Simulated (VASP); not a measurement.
# HfGe3 in VASP: further runs, part 2 of 2

VASP 6.6.1.

## (3) Single point, PBE (19.12 Å³/atom)

This run uses another cell than the first one, of 19.12 Å³/atom.

INCAR reads:

```
PREC = Accurate
ENCUT = 520
EDIFF = 1E-7
ISMEAR = 0
SIGMA = 0.05
LREAL = F
LASPH = T
NELM = 100
ALGO = Normal
ISIF = 2
LWAVE = F
LCHARG = F
GGA = PE
NBANDS = 34
```

KPOINTS reads:

```
regular mesh
0
Gamma
  8 8 8
```

POSCAR reads:

```
HfGe3
1.0
    4.2445198678      0.0000000000      0.0000000000
    0.0000000000      4.2445198678      0.0000000000
    0.0000000000      0.0000000000      4.2445198678
Hf Ge
1 3
Direct
    0.0000000000      0.0000000000      0.0000000000
    0.0000000000      0.5000000000      0.5000000000
    0.5000000000      0.5000000000      0.0000000000
    0.5000000000      0.0000000000      0.5000000000
```

Potentials or basis: VASP PAW PBE potentials, release 64 (Hf_pv, Ge_d).

Command:

```
cat potpaw_PBE.64/Hf_pv/POTCAR potpaw_PBE.64/Ge_d/POTCAR > POTCAR
mpirun -np 1 vasp_std > vasp.out
```

OUTCAR:

```text
PREC = Accurate
   ENCUT = 520
   EDIFF = 1E-7
   ISMEAR = 0
   LREAL = F
   LASPH = T
   NELM = 100
   ISIF = 2
   GGA = PE

 ion  position               nearest neighbor table
   1  0.000  0.000  0.000-   2 3.00   3 3.00   4 3.00   2 3.00   4 3.00   2 3.00   3 3.00   2 3.00
                             3 3.00   4 3.00   4 3.00   3 3.00
   2  0.000  0.500  0.500-   1 3.00   1 3.00   1 3.00   1 3.00
   3  0.500  0.500  0.000-   1 3.00   1 3.00   1 3.00   1 3.00
   4  0.500  0.000  0.500-   1 3.00   1 3.00   1 3.00   1 3.00

  LATTYP: Found a simple cubic cell.
 ALAT       =     4.2445198678

  Lattice vectors:

 A1 = (   4.2445198678,   0.0000000000,   0.0000000000)
 A2 = (   0.0000000000,   4.2445198678,   0.0000000000)
 A3 = (   0.0000000000,   0.0000000000,   4.2445198678)

Analysis of symmetry for initial positions (statically):
=====================================================================
 Subroutine PRICEL returns:
 Original cell was already a primitive cell.

 Routine SETGRP: Setting up the symmetry group for a
 simple cubic supercell.

 Subroutine GETGRP returns: Found 48 space group operations
[... 169 lines left out ...]

 E-fermi :   7.0388     XC(G=0): -11.4491

 val. band max:        7.0254420182   @ k =   0.1250   0.0000   0.0000
 cond. band min:       7.0921415253   @ k =   0.3750   0.3750   0.0000
 fundamental gap:      0.0666995071
 Fermi energy:         7.0388116251

 k-point     1 :       0.0000    0.0000    0.0000
  band No.  band energies     occupation
      1     -24.8654      2.00000
      2     -24.8654      2.00000
      3     -24.8654      2.00000
      4     -17.9095      2.00000
      5     -17.8952      2.00000
      6     -17.8952      2.00000
[... 877 lines left out ...]
     33      12.1000      0.00000
     34      12.9005      0.00000

 [... further k-points ...]

------------------------ aborting loop because EDIFF is reached ----------------------------------------

  FORCE on cell =-STRESS in cart. coord.  units (eV):
  Direction    XX          YY          ZZ          XY          YZ          ZX
  --------------------------------------------------------------------------------------
  -------------------------------------------------------------------------------------
  Total       -1.6891604     -1.6891604     -1.6891604      0.0000000     -0.0000000     -0.0000000
  in kB      -35.3912396    -35.3912396    -35.3912396      0.0000000     -0.0000000     -0.0000000
  external PRESSURE =     -35.3912396 kB  Pullay stress =       0.0000000 kB

 VOLUME and BASIS-vectors are now :
 -----------------------------------------------------------------------------
  energy-cutoff  :      520.00
  volume of cell :       76.47
      direct lattice vectors                 reciprocal lattice vectors
     4.244519868  0.000000000  0.000000000     0.235597908  0.000000000  0.000000000
     0.000000000  4.244519868  0.000000000     0.000000000  0.235597908  0.000000000
     0.000000000  0.000000000  4.244519868     0.000000000  0.000000000  0.235597908

 POSITION                                       TOTAL-FORCE (eV/Angst)
 -----------------------------------------------------------------------------------
      0.00000      0.00000      0.00000         0.000000      0.000000      0.000000
      0.00000      2.12226      2.12226         0.000000      0.000000      0.000000
      2.12226      2.12226      0.00000         0.000000      0.000000      0.000000
      2.12226      0.00000      2.12226         0.000000      0.000000      0.000000
 -----------------------------------------------------------------------------------
    total drift:                                0.000000     -0.000000     -0.000000

  FREE ENERGIE OF THE ION-ELECTRON SYSTEM (eV)
  ---------------------------------------------------
  free  energy   TOTEN  =       -23.6290658139 eV

  energy  without entropy=      -23.6260645122  energy(sigma->0) =      -23.62756516
```

OSZICAR:

```text
N       E                     dE             d eps       ncg     rms          rms(c)
DAV:   1     0.426034153422E+03    0.42603E+03   -0.25610E+04  2978   0.396E+03
DAV:   2     0.456513894612E+02   -0.38038E+03   -0.36892E+03  2388   0.729E+02
DAV:   3    -0.214854352094E+02   -0.67137E+02   -0.66077E+02  2768   0.189E+02
DAV:   4    -0.246740020451E+02   -0.31886E+01   -0.31644E+01  2850   0.447E+01
DAV:   5    -0.247444631517E+02   -0.70461E-01   -0.70369E-01  2814   0.729E+00    0.308E+01
DAV:   6    -0.237108749472E+02    0.10336E+01   -0.29878E+00  3158   0.526E+00    0.203E+01
DAV:   7    -0.236293118443E+02    0.81563E-01   -0.46509E-01  2826   0.558E+00    0.608E+00
DAV:   8    -0.236316579702E+02   -0.23461E-02   -0.49367E-02  2752   0.181E+00    0.862E-01
DAV:   9    -0.236291037961E+02    0.25542E-02   -0.12518E-02  2910   0.128E+00    0.152E-01
DAV:  10    -0.236290795830E+02    0.24213E-04   -0.87110E-04  3042   0.260E-01    0.439E-02
DAV:  11    -0.236290648882E+02    0.14695E-04   -0.79806E-05  3042   0.986E-02    0.192E-02
DAV:  12    -0.236290659628E+02   -0.10746E-05   -0.74825E-06  2852   0.178E-02    0.601E-03
DAV:  13    -0.236290658395E+02    0.12332E-06   -0.12489E-06  2722   0.581E-03    0.391E-03
DAV:  14    -0.236290658139E+02    0.25673E-07   -0.15146E-07  2002   0.196E-03
   1 F= -.23629066E+02 E0= -.23627565E+02  d E =-.300130E-02
```

stdout:

```text
POSCAR found type information on POSCAR HfGe
 POSCAR found :  2 types and       4 ions
 scaLAPACK will be used
 LDA part: xc-table for (Slater+PW92), standard interpolation
 POSCAR, INCAR and KPOINTS ok, starting setup
 FFT: planning ... GRIDC
 FFT: planning ... GRID_SOFT
 FFT: planning ... GRID
 WAVECAR not read
 entering main loop
```

It took 92 s on 1 thread of Intel Xeon 8259CL, shared host; peak memory 0.22 GiB.

What came out:

```yaml
Free_energy: -23.6291 eV
Pressure: -3.5 GPa
Band_gap_on_the_k_mesh: zero (bands 26 and 27 overlap by 1.56 eV)
```

Levels at points of the mesh, in eV from the Fermi level:
| k point | band 23 | band 24 | band 25 | band 26 | band 27 | band 28 | band 29 | band 30 |
| --- | --- | --- | --- | --- | --- | --- | --- | --- |
| (0.00, 0.00, 0.00) | -3.76 | -3.76 | 0.41 | 0.41 | 0.41 | 0.49 | 1.27 | 1.27 |
| (0.50, 0.00, 0.00) | -3.65 | -3.09 | -0.89 | -0.80 | -0.80 | 0.36 | 0.63 | 1.82 |
| (0.50, 0.50, 0.00) | -2.47 | -2.47 | -1.20 | -0.41 | 0.17 | 0.17 | 0.78 | 1.18 |
| (0.50, 0.50, 0.50) | -4.59 | -4.59 | -4.59 | -0.76 | 1.71 | 1.71 | 2.73 | 2.73 |

Caveat: the cell stands under tension; spin-orbit coupling is left out, which moves the levels of the heavy elements.

## (4) Single point, PBE (19.67 Å³/atom)

This run uses another cell than the first one, of 19.67 Å³/atom.

INCAR reads:

```
PREC     = Accurate       # precision mode
ENCUT    = 520            # plane-wave cutoff, eV
EDIFF    = 1E-6           # SCF threshold, eV
ISMEAR   = 0              # smearing method
SIGMA    = 0.05           # smearing width, eV
LREAL    = F              # projectors in reciprocal space
LASPH    = T              # aspherical terms in the spheres
NELM     = 60             # most SCF steps
ALGO     = Normal         # electronic algorithm
ISIF     = 2              # what is computed and relaxed
LWAVE    = F              # write WAVECAR
LCHARG   = F              # write CHGCAR
GGA      = PE             # functional
NBANDS   = 34             # bands
```

KPOINTS is that of step 3.

POSCAR reads:

```
HfGe3
1.0
    4.2849462996      0.0000000000      0.0000000000
    0.0000000000      4.2849462996      0.0000000000
    0.0000000000      0.0000000000      4.2849462996
Hf Ge
1 3
Direct
    0.0000000000      0.0000000000      0.0000000000
    0.0000000000      0.5000000000      0.5000000000
    0.5000000000      0.5000000000      0.0000000000
    0.5000000000      0.0000000000      0.5000000000
```

Command:

```
cat potpaw_PBE.64/Hf_pv/POTCAR potpaw_PBE.64/Ge_d/POTCAR > POTCAR
mpirun -np 1 vasp_std > vasp.out
```

Run time: 77 s. Hardware: 1 thread of Intel Xeon 8259CL, shared host; peak memory 0.22 GiB.

It converged, with:

| Property | Result |
| --- | --- |
| Free energy | -23.5671 eV |
| Pressure | -5.5 GPa |
| Band gap on the k mesh | zero (bands 26 and 27 overlap by 1.48 eV) |

Levels at points of the mesh, in eV from the Fermi level:
| k point | band 24 | band 25 | band 26 | band 27 | band 28 | band 29 |
| --- | --- | --- | --- | --- | --- | --- |
| (0.00, 0.00, 0.00) | -3.65 | 0.42 | 0.42 | 0.42 | 0.47 | 1.19 |
| (0.50, 0.00, 0.00) | -2.96 | -0.96 | -0.76 | -0.76 | 0.39 | 0.63 |
| (0.50, 0.50, 0.00) | -2.37 | -1.19 | -0.35 | 0.14 | 0.14 | 0.76 |
| (0.50, 0.50, 0.50) | -4.47 | -4.47 | -0.79 | 1.67 | 1.67 | 2.61 |

Caveat: the cell stands under tension; spin-orbit coupling is left out, which moves the levels of the heavy elements.

## (5) Single point, PBE (20.22 Å³/atom)

This run uses another cell than the first one, of 20.22 Å³/atom.

INCAR reads:

```
  PREC = Accurate
  ENCUT = 520
  EDIFF = 1E-6
  ISMEAR = 0
  SIGMA = 0.05
  LREAL = False
  LASPH = True
  NELM = 60
  ALGO = Normal
  ISIF = 2
  LWAVE = False
  LCHARG = True
  GGA = PE
  LELF = True
  LVHAR = True
  NBANDS = 34
```

KPOINTS is that of step 4.

POSCAR reads:

```
HfGe3
1.0
    4.3246239858      0.0000000000      0.0000000000
    0.0000000000      4.3246239858      0.0000000000
    0.0000000000      0.0000000000      4.3246239858
Hf Ge
1 3
Direct
    0.0000000000      0.0000000000      0.0000000000
    0.0000000000      0.5000000000      0.5000000000
    0.5000000000      0.5000000000      0.0000000000
    0.5000000000      0.0000000000      0.5000000000
```

Command:

```
cat potpaw_PBE.64/Hf_pv/POTCAR potpaw_PBE.64/Ge_d/POTCAR > POTCAR
mpirun -np 1 vasp_std > vasp.out
```

Run time: 73 s. Hardware: 1 thread of Intel Xeon 8259CL, shared host; peak memory 0.23 GiB.

It converged, with:

```
Free energy            : -23.4803 eV
Pressure               : -7.2 GPa
Band gap on the k mesh : zero (bands 26 and 27 overlap by 1.40 eV)
```

Levels at points of the mesh, in eV from the Fermi level:
```
           k point  band 22  band 23  band 24  band 25  band 26  band 27  band 28  band 29  band 30  band 31
(0.00, 0.00, 0.00)    -3.53    -3.53    -3.53     0.44     0.44     0.44     0.46     1.12     1.12     1.85
(0.50, 0.00, 0.00)    -3.39    -3.39    -2.84    -1.03    -0.72    -0.72     0.43     0.64     1.70     2.34
(0.50, 0.50, 0.00)    -5.94    -2.28    -2.28    -1.16    -0.29     0.11     0.11     0.75     1.14     2.37
(0.50, 0.50, 0.50)    -5.51    -4.35    -4.35    -4.35    -0.82     1.63     1.63     2.50     2.50     2.50
```

Caveat: the cell stands under tension; spin-orbit coupling is left out, which moves the levels of the heavy elements.

## (6) Summary

| cell | gap on the mesh (eV) | pressure (GPa) |
| --- | --- | --- |
| a = 4.189 Å, 4 atoms, atomic positions A | none | 0.0 |
| a = 4.245 Å, 4 atoms, atomic positions B | none | -3.5 |
| a = 4.285 Å, 4 atoms, atomic positions B | none | -5.5 |
| a = 4.325 Å, 4 atoms, atomic positions B | none | -7.2 |

Alike in all rows: task single point; level PBE; potentials or basis VASP PAW PBE potentials, release 64 (Hf_pv, Ge_d); no spin polarisation; k mesh 8 × 8 × 8; cutoff (eV) 520; smearing gaussian 0.05 eV.

Caveats: spin-orbit coupling is left out, which moves the levels of the heavy elements; the cell stands under tension (at least some runs).

Absolute energies hang on the potentials; compare differences alone.
